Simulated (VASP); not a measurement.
Input of a VASP 6.6.1 run:

Contents of INCAR:

```
SYSTEM = Nb
ALGO = Fast ; EDIFF = 1E-6
ENCUT = 520 ; GGA = PE
ISIF = 2 ; ISMEAR = 0
LASPH = .TRUE. ; LCHARG = .TRUE.
LELF = .TRUE. ; LREAL = .FALSE.
LVHAR = .TRUE. ; LWAVE = .FALSE.
NBANDS = 12 ; NELM = 100
PREC = Accurate ; SIGMA = 0.15
```

Contents of KPOINTS:

```
k-points
0
G
  22 22 22
  0 0 0
```

Contents of POSCAR:

```
Nb
1.0
   -1.5785582668      1.6650546102      1.6650546102
    1.6650546102     -1.5785582668      1.6650546102
    1.6650546102      1.6650546102     -1.5785582668
Nb
1
Direct
    0.0000000000      0.0000000000      0.0000000000
```

Potentials or basis: VASP PAW PBE potentials, release 64 (Nb_sv).

The run is started by

```console
$ cat potpaw_PBE.64/Nb_sv/POTCAR > POTCAR
$ mpirun -np 1 vasp_std > vasp.out
```

(1) What does it give for the pressure?

(2) Estimate the band gap on the k mesh.

## Answers

(1) -2.9 GPa.

(2) zero (an odd number of electrons rules out a gap without spin polarisation).
